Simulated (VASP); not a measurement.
Here is a VASP 6.6.1 calculation.

File INCAR:

```
  PREC = Accurate
  ENCUT = 700
  EDIFF = 1E-6
  ISMEAR = 0
  SIGMA = 0.15
  LREAL = False
  LASPH = True
  NELM = 120
  ALGO = Normal
  ISIF = 2
  LWAVE = False
  LCHARG = False
  GGA = PS
  NBANDS = 16
  GGA_COMPAT = False
```

The input KPOINTS:

```
Automatic mesh
0
Gamma
  20 20 20
```

POSCAR

```
TaN
1.0
   -0.2601108328      2.0846382613      2.0846382613
    2.0846382613     -0.2601108328      2.0846382613
    2.0846382613      2.0846382613     -0.2601108328
Ta N
1 1
Direct
    0.5000000000      0.5000000000      0.5000000000
    0.0000000000      0.0000000000      0.0000000000
```

Potentials or basis: VASP PAW PBE potentials, release 64 (Ta_sv_GW, N).

Run with:

```console
$ cat potpaw_PBE.64/Ta_sv_GW/POTCAR potpaw_PBE.64/N/POTCAR > POTCAR
$ mpirun -np 1 vasp_std > vasp.out
```

(1) Estimate the band gap on the k mesh.

(2) What does it give for the pressure?

Results:

(1) zero (bands 9 and 10 overlap by 5.60 eV).

(2) -7.8 GPa.

Caveat: the cell stands under tension; the PAW data sets were made with another functional, which shifts forces and pressure a little; spin-orbit coupling is left out, which moves the levels of the heavy elements.
